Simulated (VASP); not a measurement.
# As (P6_3/mmc) in VASP: further runs

The runs below take As through single point, with PBE.

Everything below comes from runs of VASP 6.6.1. Logs are shortened: lines on timing, memory, paths and dates and some standing lists are left out, and cuts for length are marked.

## 1. The cell of the first run

The structure is hexagonal, space group P6_3/mmc (No. 194). The conventional cell has a = 3.002 Å, b = 3.002 Å, c = 5.037 Å, α = 90.00°, β = 90.00°, γ = 120.00°. As (site symmetry -6m2) has 12 As at 3.00 to 3.06 Å within 4.0 Å.

## 2. Single point, PBE

File INCAR:

```
SYSTEM = As
PREC = Accurate
ENCUT = 520
EDIFF = 1E-6
ISMEAR = -1
SIGMA = 0.1
LREAL = .False.
LASPH = .True.
NELM = 80
ALGO = Normal
ISIF = 2
LWAVE = .False.
LCHARG = .False.
GGA = PE
NBANDS = 12
```

File KPOINTS:

```
Automatic mesh
0
Gamma
  15 15 8
  0 0 0
```

File POSCAR:

```
As
1.0
    3.0023113012      0.0000000000      0.0000000000
   -1.5011556506      2.6000778569      0.0000000000
    0.0000000000      0.0000000000      5.0371048031
As
2
Direct
    0.3333333333      0.6666666667      0.2500000000
    0.6666666667      0.3333333333      0.7500000000
```

Potentials or basis: VASP PAW PBE potentials, release 64 (As).

Run with:

```sh
> cat potpaw_PBE.64/As/POTCAR > POTCAR
> mpirun -np 1 vasp_std > vasp.out
```

OUTCAR:

```text
SYSTEM = As
   PREC = Accurate
   ENCUT = 520
   EDIFF = 1E-6
   ISMEAR = -1
   LREAL = .False.
   LASPH = .True.
   NELM = 80
   ISIF = 2
   GGA = PE

 ion  position               nearest neighbor table
   1  0.333  0.667  0.250-
   2  0.667  0.333  0.750-

  LATTYP: Found a hexagonal cell.
 ALAT       =     3.0023113012
 C/A-ratio  =     1.6777423451

  Lattice vectors:

 A1 = (   3.0023113012,   0.0000000000,   0.0000000000)
 A2 = (  -1.5011556506,   2.6000778569,   0.0000000000)
 A3 = (   0.0000000000,   0.0000000000,   5.0371048031)

Analysis of symmetry for initial positions (statically):
=====================================================================
 Subroutine PRICEL returns:
 Original cell was already a primitive cell.

 Routine SETGRP: Setting up the symmetry group for a
 hexagonal supercell.

 Subroutine GETGRP returns: Found 24 space group operations
 (whereof 12 operations were pure point group operations)
 out of a pool of 24 trial point group operations.

The static configuration has the point symmetry D_3d.
 The point group associated with its full space group is D_6h.

Analysis of symmetry for dynamics (positions and initial velocities):
=====================================================================
 Subroutine PRICEL returns:
 Original cell was already a primitive cell.

 Routine SETGRP: Setting up the symmetry group for a
 hexagonal supercell.

 Subroutine GETGRP returns: Found 24 space group operations
 (whereof 12 operations were pure point group operations)
 out of a pool of 24 trial point group operations.

The dynamic configuration has the point symmetry D_3d.
 The point group associated with its full space group is D_6h.

 Subroutine INISYM returns: Found 24 space group operations
 (whereof 12 operations are pure point group operations),
 and found     1 'primitive' translations

----------------------------------------------------------------------------------------

                                     Primitive cell

  volume of cell :      39.3209

  direct lattice vectors                    reciprocal lattice vectors
     3.002311301  0.000000000  0.000000000     0.333076720  0.192301934  0.000000000
    -1.501155651  2.600077857  0.000000000     0.000000000  0.384603868  0.000000000
     0.000000000  0.000000000  5.037104803     0.000000000  0.000000000  0.198526741

  length of vectors
     3.002311301  3.002311301  5.037104803     0.384603868  0.384603868  0.198526741

  position of ions in fractional coordinates (direct lattice)
     0.333333333  0.666666667  0.250000000
     0.666666667  0.333333333  0.750000000

  ion indices of the primitive-cell ions
   primitive index   ion index
                 1           1
                 2           2

----------------------------------------------------------------------------------------

 KPOINTS: Automatic mesh

Automatic generation of k-mesh.
 Grid dimensions read from file:
 generate k-points for:   15   15    8

 Generating k-lattice:

  Cartesian coordinates                     Fractional coordinates (reciprocal lattice)
     0.022205115  0.012820129  0.000000000     0.066666667  0.000000000  0.000000000
     0.000000000  0.025640258  0.000000000     0.000000000  0.066666667  0.000000000
     0.000000000  0.000000000  0.024815843     0.000000000  0.000000000  0.125000000

  Length of vectors
     0.025640258  0.025640258  0.024815843

  Shift w.r.t. Gamma in fractional coordinates (k-lattice)
     0.000000000  0.000000000  0.000000000

 Subroutine IBZKPT returns following result:
 ===========================================

 Found    135 irreducible k-points:

 Following reciprocal coordinates:
            Coordinates               Weight
  0.000000  0.000000  0.000000      1.000000
  0.066667  0.000000  0.000000      6.000000
  0.133333  0.000000  0.000000      6.000000
  0.200000  0.000000  0.000000      6.000000
  0.266667  0.000000  0.000000      6.000000
  0.333333  0.000000  0.000000      6.000000
[... 16 lines left out ...]
  0.333333  0.200000  0.000000     12.000000
  0.400000  0.200000  0.000000      6.000000
 [... further k-points ...]
   k-points           NKPTS =    135   k-points in BZ     NKDIM =    135   number of bands    NBANDS=     12
   number of dos      NEDOS =    301   number of ions     NIONS =      2
   total plane-waves  NPLWV =  23040
   dimension x,y,z NGX =    24 NGY =   24 NGZ =   40
   dimension x,y,z NGXF=    48 NGYF=   48 NGZF=   80
   ions per type =               2
   NGX,Y,Z   is equivalent  to a cutoff of  13.29, 13.29, 13.20 a.u.
   NGXF,Y,Z  is equivalent  to a cutoff of  26.58, 26.58, 26.40 a.u.
 SYSTEM =  As
   PREC   = accura    normal or accurate (medium, high low for compatibility)
   ISTART =      0    job   : 0-new  1-cont  2-samecut
   ICHARG =      2    charge: 1-file 2-atom 10-const
   ISPIN  =      1    spin polarized calculation?
   LNONCOLLINEAR =      F non collinear calculations
   LSORBIT =      F    spin-orbit coupling
   LASPH  =      T    aspherical Exc in radial PAW
   ENCUT  =  520.0 eV  38.22 Ry    6.18 a.u.   5.58  5.58  9.37*2*pi/ulx,y,z
   NELM   =     80;   NELMIN=  2; NELMDL= -5     # of ELM steps
   EDIFF  = 0.1E-05   stopping-criterion for ELM
   LREAL  =      F    real-space projection
   EDIFFG = 0.1E-04   stopping-criterion for IOM
   NSW    =      0    number of steps for IOM
   IBRION =     -1    ionic relax: 0-MD 1-quasi-New 2-CG
   NFREE  =      0    steps in history (QN), initial steepest desc. (CG)
   ISIF   =      2    stress and relaxation
   ISYM   =      2    0-nonsym 1-usesym 2-fastsym
   POTIM  = 0.5000    time-step for ionic-motion
   TEBEG  =    0.0;   TEEND  =   0.0 temperature during run
   PSTRESS=    0.0 pullay stress
   NELECT =      10.0000    total number of electrons
   NUPDOWN=      -1.0000    fix difference up-down
   EMIN   =  10.00;   EMAX   =-10.00  energy-range for DOS
   EFERMI =   0.00;   METHOD = LEGACY
   ISMEAR =    -1;   SIGMA  =   0.10  broadening in eV -4-tet -1-fermi 0-gaus
   EFERMI_NEDOS =   21; number of points for ismear=-14 and -15
   IALGO  =     38    algorithm
   IMIX   =      4    mixing-type and parameters
     AMIX     =   0.40;   BMIX     =  1.00
     AMIX_MAG =   1.60;   BMIX_MAG =  1.00
  volume/ion in A,a.u.               =      19.66       132.68
  Fermi-wavevector in a.u.,A,eV,Ry     =   1.037211  1.960045 14.637240  1.075807
  Thomas-Fermi vector in A             =   2.171638
   LORBIT       =      0    0 simple, 1 ext, 2 COOP (PROOUT), +10 PAW based schemes
   GGA     = PE    functional components
   LHFCALC =     F    Hartree Fock is set to
   AEXX    =    0.0000 exact exchange contribution
   IVDW    =     0    specifies the selected vdW correction
   LEPSILON=     F    determine dielectric tensor
   LRPA    =     F    only Hartree local field effects (RPA)
 non-spin polarized calculation
  energy-cutoff  :      520.00
  volume of cell :       39.32
 maximum number of plane-waves:      1080
 NGX is ok and might be reduce to    24
   NGX = 11   NGY = 11   NGZ = 19

 number of electron      10.0000002 magnetization

 Free energy of the ion-electron system (eV)
  ---------------------------------------------------
  ext. energy  EPLUGINS =         0.00000000
  ---------------------------------------------------
  free energy    TOTEN  =        -8.36994065 eV

  energy without entropy =       -8.33449086  energy(sigma->0) =       -8.35221576

 E-fermi :   6.2620     XC(G=0): -10.6331

 val. band max:        6.2238433200   @ k =   0.2667   0.1333   0.5000
 cond. band min:       6.2678572414   @ k =   0.1333   0.1333   0.3750
 fundamental gap:      0.0440139215
 Fermi energy:         6.2619648528

 k-point     1 :       0.0000    0.0000    0.0000
  band No.  band energies     occupation
      1      -8.6815      2.00000
      2      -4.7415      2.00000
      3      -0.3845      2.00000
      4      10.3114      0.00000
      5      10.3114      0.00000
      6      11.3613      0.00000
      7      11.7859      0.00000
      8      11.7859      0.00000
      9      15.8072      0.00000
     10      17.5420      0.00000
     11      18.4258      0.00000
     12      18.4258      0.00000

 k-point     2 :       0.0667    0.0000    0.0000
  band No.  band energies     occupation
      1      -8.5894      2.00000
      2      -4.6597      2.00000
      3      -0.2902      2.00000
      4       9.4298      0.00000
      5       9.9978      0.00000
      6      11.3056      0.00000
      7      11.3122      0.00000
      8      11.8088      0.00000
      9      16.2741      0.00000
     10      17.2597      0.00000
     11      18.2037      0.00000
     12      18.6151      0.00000

 k-point     3 :       0.1333    0.0000    0.0000
  band No.  band energies     occupation
      1      -8.3143      2.00000
      2      -4.4181      2.00000
      3      -0.0086      2.00000
      4       7.6356      0.00000
      5       9.3387      0.00000
      6      10.0772      0.00000
      7      11.1183      0.00000
      8      11.6766      0.00000
      9      15.4863      0.00000
     10      17.9957      0.00000
     11      18.3902      0.00000
     12      18.5649      0.00000
[... 286 lines left out ...]
 k-point    23 :       0.3333    0.2000    0.0000
  band No.  band energies     occupation
      1      -4.5694      2.00000
      2      -2.6188      2.00000
      3       1.5425      2.00000
      4       3.0181      2.00000
      5       3.8320      2.00000
      6       4.4999      2.00000
      7       6.7691      0.01247
      8       6.8954      0.00354
      9      12.0896      0.00000
     10      16.7298      0.00000
     11      19.1569      0.00000
     12      20.2444      0.00000

 k-point    24 :       0.4000    0.2000    0.0000
  band No.  band energies     occupation
      1      -4.0188      2.00000
      2      -2.9111      2.00000
      3       1.3908      2.00000
      4       3.1114      2.00000
      5       3.8876      2.00000
      6       4.3916      2.00000
      7       6.1576      1.47921
      8       6.7821      0.01096
      9      11.9025      0.00000
     10      16.6520      0.00000
     11      19.5569      0.00000
     12      20.4493      0.00000

 [... further k-points ...]
[... 5 lines left out ...]
  --------------------------------------------------------------------------------------
  -------------------------------------------------------------------------------------
  Total       -0.3653331     -0.3653331     -0.3559316     -0.0000000      0.0000000      0.0000000
  in kB      -14.8859514    -14.8859514    -14.5028738     -0.0000000      0.0000000      0.0000000
  external PRESSURE =     -14.7582588 kB  Pullay stress =       0.0000000 kB

 VOLUME and BASIS-vectors are now :
 -----------------------------------------------------------------------------
  energy-cutoff  :      520.00
  volume of cell :       39.32
      direct lattice vectors                 reciprocal lattice vectors
     3.002311301  0.000000000  0.000000000     0.333076720  0.192301934  0.000000000
    -1.501155651  2.600077857  0.000000000     0.000000000  0.384603868  0.000000000
     0.000000000  0.000000000  5.037104803     0.000000000  0.000000000  0.198526741

 POSITION                                       TOTAL-FORCE (eV/Angst)
 -----------------------------------------------------------------------------------
     -0.00000      1.73339      1.25928         0.000000      0.000000      0.000000
      1.50116      0.86669      3.77783        -0.000000     -0.000000      0.000000
 -----------------------------------------------------------------------------------
    total drift:                               -0.000000      0.000000      0.000000

  FREE ENERGIE OF THE ION-ELECTRON SYSTEM (eV)
  ---------------------------------------------------
  free  energy   TOTEN  =        -8.3699406511 eV

  energy  without entropy=       -8.3344908606  energy(sigma->0) =       -8.35221576
```

Run time: 29 s. Hardware: 1 thread of Intel Xeon Platinum 8259CL at 2.50GHz (Skylake/Cascade Lake), shared host; peak memory 0.19 GiB.

Results:

```
Free energy            : -8.3699 eV
Pressure               : -1.5 GPa
Band gap on the k mesh : zero (band 5 reaches 11.05 eV, above the bottom of band 6 at 2.56 eV)
```

Levels at points of the mesh, in eV from the Fermi level:
```tsv
k point	band 3	band 4	band 5	band 6	band 7	band 8
(0.00, 0.00, 0.00)	-6.65	4.05	4.05	5.10	5.52	5.52
(0.00, 0.00, 0.50)	-1.39	-1.39	4.78	4.78	4.78	4.78
```

[end of part 1 of 2]
